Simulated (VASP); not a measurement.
# TiPd3 (R-3m) in VASP: a series of runs, part 2 of 2

VASP 6.6.1. The steps go on from the part before.

### 3 Single point, LDA (equal xy, yz and zx shear strains of +1 %)

File INCAR:

```
SYSTEM = TiPd3
PREC = Accurate ; ENCUT = 520
EDIFF = 1E-6 ; ISMEAR = -1
SIGMA = 0.05 ; LREAL = .False.
LASPH = .True. ; NELM = 60
ALGO = Normal ; ISIF = 2
LWAVE = .False. ; LCHARG = .False.
NBANDS = 29
```

File KPOINTS:

```
Automatic mesh
0
Gamma
  11 11 11
  0 0 0
```

File POSCAR:

```
TiPd3
1.0
    3.8200000000      0.0191000000      0.0191000000
    0.0191000000      3.8200000000      0.0191000000
    0.0191000000      0.0191000000      3.8200000000
Ti Pd
1 3
Direct
    0.0000000000      0.0000000000      0.0000000000
    0.0000000000      0.5000000000      0.5000000000
    0.5000000000      0.0000000000      0.5000000000
    0.5000000000      0.5000000000      0.0000000000
```

Potentials or basis: VASP PAW LDA potentials, release 64 (Ti_sv, Pd).

Command:

```console
cat potpaw_LDA.64/Ti_sv/POTCAR potpaw_LDA.64/Pd/POTCAR > POTCAR
mpirun -np 1 vasp_std > vasp.out
```

OUTCAR:

```text
SYSTEM = TiPd3
   PREC = Accurate
   ENCUT = 520
   EDIFF = 1E-6
   ISMEAR = -1
   LREAL = .False.
   LASPH = .True.
   NELM = 60
   ISIF = 2

 ion  position               nearest neighbor table
   1  0.000  0.000  0.000-   2 2.69   3 2.69   2 2.69   4 2.69   3 2.69   4 2.69   2 2.71   2 2.71
                             3 2.71   4 2.71   3 2.71   4 2.71
   2  0.000  0.500  0.500-   1 2.69   4 2.69   1 2.69   3 2.69   3 2.69   4 2.69   1 2.71   1 2.71
                             3 2.71   4 2.71   4 2.71   3 2.71
   3  0.500  0.000  0.500-   1 2.69   4 2.69   2 2.69   4 2.69   1 2.69   2 2.69   1 2.71   4 2.71
                             2 2.71   4 2.71   1 2.71   2 2.71
   4  0.500  0.500  0.000-   2 2.69   3 2.69   1 2.69   3 2.69   1 2.69   2 2.69   1 2.71   3 2.71
                             2 2.71   3 2.71   2 2.71   1 2.71

  LATTYP: Found a trigonal (rhomboedric) cell.
 ALAT       =     3.8200954988
 COS(alpha) =     0.0100244988

  Lattice vectors:

 A1 = (   3.8200000000,   0.0191000000,   0.0191000000)
 A2 = (   0.0191000000,   3.8200000000,   0.0191000000)
 A3 = (   0.0191000000,   0.0191000000,   3.8200000000)

[... 176 lines left out ...]

 E-fermi :  11.5800     XC(G=0): -13.6350

 val. band max:       11.5529743995   @ k =   0.4545   0.0909   0.0909
 cond. band min:      11.5812836312   @ k =  -0.4545   0.0909  -0.0000
 fundamental gap:      0.0283092318
 Fermi energy:        11.5799731736

 k-point     1 :       0.0000    0.0000    0.0000
  band No.  band energies     occupation
      1     -45.8504      2.00000
      2     -22.4578      2.00000
      3     -22.4578      2.00000
      4     -22.4570      2.00000
      5       3.2126      2.00000
      6       4.8496      2.00000
[... 757 lines left out ...]
     28      16.9362      0.00000
     29      21.0234      0.00000

 [... further k-points ...]

------------------------ aborting loop because EDIFF is reached ----------------------------------------

  FORCE on cell =-STRESS in cart. coord.  units (eV):
  Direction    XX          YY          ZZ          XY          YZ          ZX
  --------------------------------------------------------------------------------------
  -------------------------------------------------------------------------------------
  Total        0.9807045      0.9807045      0.9807045     -0.4873590     -0.4873590     -0.4873590
  in kB       28.1897437     28.1897437     28.1897437    -14.0088332    -14.0088332    -14.0088332
  external PRESSURE =      28.1897437 kB  Pullay stress =       0.0000000 kB

 VOLUME and BASIS-vectors are now :
 -----------------------------------------------------------------------------
  energy-cutoff  :      520.00
  volume of cell :       55.74
      direct lattice vectors                 reciprocal lattice vectors
     3.820000000  0.019100000  0.019100000     0.261793129 -0.001302453 -0.001302453
     0.019100000  3.820000000  0.019100000    -0.001302453  0.261793129 -0.001302453
     0.019100000  0.019100000  3.820000000    -0.001302453 -0.001302453  0.261793129

 POSITION                                       TOTAL-FORCE (eV/Angst)
 -----------------------------------------------------------------------------------
      0.00000      0.00000      0.00000         0.000000     -0.000000      0.000000
      0.01910      1.91955      1.91955         0.000000      0.000000      0.000000
      1.91955      0.01910      1.91955        -0.000000      0.000000     -0.000000
      1.91955      1.91955      0.01910         0.000000     -0.000000      0.000000
 -----------------------------------------------------------------------------------
    total drift:                                0.000000      0.000000      0.000000

  FREE ENERGIE OF THE ION-ELECTRON SYSTEM (eV)
  ---------------------------------------------------
  free  energy   TOTEN  =       -30.8024725086 eV

  energy  without entropy=      -30.7906176289  energy(sigma->0) =      -30.79654507
```

Wall time 92 s (1 thread of Intel Xeon 6975P-C (Granite Rapids), shared host); peak memory 0.29 GiB.

Results:

```
Free energy            : -30.8025 eV
Pressure               : 2.8 GPa
Band gap on the k mesh : zero (bands 21 and 22 overlap by 1.36 eV)
```

Stress tensor (GPa, compression positive):
```
 2.82 -1.40 -1.40
-1.40  2.82 -1.40
-1.40 -1.40  2.82
```

Caveat: the cell differs from its parent crystal (equal xy, yz and zx shear strains of +1 %).

### 4 Single point, LDA (equal xy, yz and zx shear strains of +2 %)

File INCAR:

```
SYSTEM = TiPd3
PREC = Accurate
ENCUT = 520
EDIFF = 1E-6
ISMEAR = -1
SIGMA = 0.05
LREAL = .False.
LASPH = .True.
NELM = 80
ALGO = Normal
ISIF = 2
LWAVE = .False.
LCHARG = .False.
GGA = CA
NBANDS = 29
```

File KPOINTS:

```
regular mesh
0
Gamma
  11 11 11
  0 0 0
```

File POSCAR:

```
TiPd3
1.0
    3.8200000000      0.0382000000      0.0382000000
    0.0382000000      3.8200000000      0.0382000000
    0.0382000000      0.0382000000      3.8200000000
Ti Pd
1 3
Direct
    0.0000000000      0.0000000000      0.0000000000
    0.0000000000      0.5000000000      0.5000000000
    0.5000000000      0.0000000000      0.5000000000
    0.5000000000      0.5000000000      0.0000000000
```

Command:

```console
cat potpaw_LDA.64/Ti_sv/POTCAR potpaw_LDA.64/Pd/POTCAR > POTCAR
mpirun -np 1 vasp_std > vasp.out
```

Run time: 90 s. Hardware: 1 thread of Intel Xeon 6975P-C (Granite Rapids), shared host; peak memory 0.29 GiB.

It converged, with:

```
Free energy            : -30.7804 eV
Pressure               : 3.1 GPa
Band gap on the k mesh : zero (bands 21 and 22 overlap by 1.39 eV)
```

Stress tensor (GPa, compression positive):
```
 3.06 -2.81 -2.81
-2.81  3.06 -2.81
-2.81 -2.81  3.06
```

Levels at points of the mesh, in eV from the Fermi level:
```tsv
k point	band 19	band 20	band 21	band 22	band 23	band 24
(0.00, 0.00, 0.00)	-0.60	-0.59	1.21	1.21	1.90	1.90
```

Caveat: the cell differs from its parent crystal (equal xy, yz and zx shear strains of +2 %); the cell stands under pressure.

### 5 The runs side by side

| cell | gap on the mesh (eV) | pressure (GPa) |
| --- | --- | --- |
| a = 3.820 Å, angles 90.6°, 4 atoms | none | 2.8 |
| a = 3.820 Å, angles 89.4°, 4 atoms | none | 2.8 |
| a = 3.820 Å, angles 88.8°, 4 atoms | none | 3.1 |

Alike in all rows: task single point; level LDA; potentials or basis VASP PAW LDA potentials, release 64 (Ti_sv, Pd); no spin polarisation; k mesh 11 × 11 × 11; cutoff (eV) 520; smearing fermi-dirac 0.05 eV.

Caveats: the cell stands under pressure (at least some runs).

Absolute energies hang on the potentials; compare differences alone.

The gap in the log of VASP goes by the Fermi energy; the results here count the filled bands.